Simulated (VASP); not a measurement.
Write the native input for VASP 6.6.1 that does the following.

```
Task                   : single point
Functional             : PBE
Potentials or basis    : VASP PAW PBE potentials, release 64 (Si, P)
Cutoff                 : 520 eV
k mesh                 : 5 × 5 × 2
Occupations            : gaussian, width 0.2 eV
Spin                   : no spin polarisation
Dipole correction      : no
Further INCAR settings : ALGO = Normal; EDIFF = 1e-06; NBANDS = 26
```

The structure of Si7P lies in POSCAR:

```
Si7P
1.0
    2.5118309190     -3.6129619956      0.0000000000
    2.5118309190      3.6129619956      0.0000000000
    0.0000000000      0.0000000000      7.7852559447
Si P
7 1
Direct
    0.0000000000      0.5000000000      0.2564403811
    0.5000000000      0.0000000000      0.2564403811
    0.2319339472      0.2319339472      0.4654488297
    0.7680660528      0.7680660528      0.4654488297
    0.5000000000      0.5000000000      1.0577981552
    0.0000000000      0.5000000000      0.8793319138
    0.5000000000      0.0000000000      0.8793319138
    0.5000000000      0.5000000000      0.7073703456
```

The cell was generated, and may not be a known phase.

The input as run:

INCAR

```
PREC     = Accurate       # precision mode
ENCUT    = 520            # plane-wave cutoff, eV
EDIFF    = 1E-6           # SCF threshold, eV
ISMEAR   = 0              # smearing method
SIGMA    = 0.2            # smearing width, eV
LREAL    = False          # projectors in reciprocal space
LASPH    = True           # aspherical terms in the spheres
NELM     = 60             # most SCF steps
ALGO     = Normal         # electronic algorithm
ISIF     = 2              # what is computed and relaxed
LWAVE    = False          # write WAVECAR
LCHARG   = True           # write CHGCAR
GGA      = PE             # functional
LELF     = True           # ELF
LVHAR    = True         
NBANDS   = 26             # bands
```

KPOINTS

```
Automatic mesh
0
Gamma
  5 5 2
```

Potentials or basis: VASP PAW PBE potentials, release 64 (Si, P).

Launch:

```bash
$ cat potpaw_PBE.64/Si/POTCAR potpaw_PBE.64/P/POTCAR > POTCAR
$ mpirun -np 1 vasp_std > vasp.out
```

Results of the run:

```json
{"Pressure": "0.1 GPa", "Largest force": "0.033 eV/Å", "Band gap on the k mesh": "zero (an odd number of electrons rules out a gap without spin polarisation)"}
```

Caveat: the k points lie up to 0.40 Å⁻¹ apart, too coarse for converged energies and pressures of a metal; an odd number of electrons without spin polarisation forces a metal; a magnetic or distorted state may lie lower.

Wall time 30 s on 1 thread of Intel(R) Xeon(R) 6975P-C (Granite Rapids) (shared host), peak memory 0.27 GiB.
